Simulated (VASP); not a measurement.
Set up this calculation in VASP 6.6.1, as the native input.

| Property | Result |
| --- | --- |
| Task | single point |
| Functional | PBEsol |
| Potentials or basis | VASP PAW PBE potentials, release 64 (Cr_pv) |
| Cutoff | 520 eV |
| k mesh | 2 × 2 × 2 |
| Occupations | fermi-dirac, width 0.24 eV |
| Spin | no spin polarisation |
| Dipole correction | no |
| Further INCAR settings | LREAL = Auto; ALGO = Normal; EDIFF = 1e-06; NBANDS = 110 |

The structure of Cr lies in POSCAR:

```
Cr
1.0
    5.6506510000      0.0000000000      0.0000000000
    0.0000000000      5.6506510000      0.0000000000
    0.0000000000      0.0000000000      5.6506510000
Cr
16
Direct
   -0.0605416969      0.0296779964     -0.0385442315
    0.4079352981      0.0289524163     -0.0383495636
   -0.0152902736      0.5265941924     -0.0587012010
   -0.0635325027      0.0247051180      0.4844397575
    0.1844212286      0.2338845560      0.2190721034
    0.4650614593      0.5323811363      0.0113615228
    0.4467626827      0.0658331226      0.4171731717
    0.7361629660      0.2816489640      0.1969153643
   -0.0631962583      0.5174271071      0.4453646137
    0.1679806451      0.7620537881      0.1871819725
    0.2319909688      0.2754726845      0.7063256959
    0.4294372454      0.5678106823      0.4449929751
    0.6980434644      0.8172332710      0.1724933994
    0.7274560046      0.2959305043      0.6796915966
    0.1753426287      0.8256570792      0.7205718421
    0.7048568386      0.7947225904      0.7180588573
```

One way to write it, as run:

INCAR

```
SYSTEM = Cr
PREC = Accurate ; ENCUT = 520
EDIFF = 1E-6 ; ISMEAR = -1
SIGMA = 0.24 ; LREAL = Auto
LASPH = .True. ; NELM = 80
ALGO = Normal ; ISIF = 2
LWAVE = .False. ; LCHARG = .False.
GGA = PS ; NBANDS = 110
```

KPOINTS

```
regular mesh
0
Gamma
  2 2 2
  0 0 0
```

Potentials or basis: VASP PAW PBE potentials, release 64 (Cr_pv).

Run with:

```sh
$ cat potpaw_PBE.64/Cr_pv/POTCAR > POTCAR
$ mpirun -np 1 vasp_std > vasp.out
```

Results of the run:

- Pressure: 7.6 GPa
- Largest force: 4.167 eV/Å
- Band gap on the k mesh: zero (bands 96 and 97 overlap by 0.15 eV)

Caveat: the k points lie up to 0.56 Å⁻¹ apart; the atoms stand as in a frame of molecular dynamics; the PAW data sets were made with another functional, which shifts forces and pressure a little; the run has no spin polarisation, though such a crystal can be magnetic.

It took 5.8 min on 1 thread of Intel(R) Xeon(R) Platinum 8559C (Emerald Rapids) (shared host), peak memory 0.31 GiB.
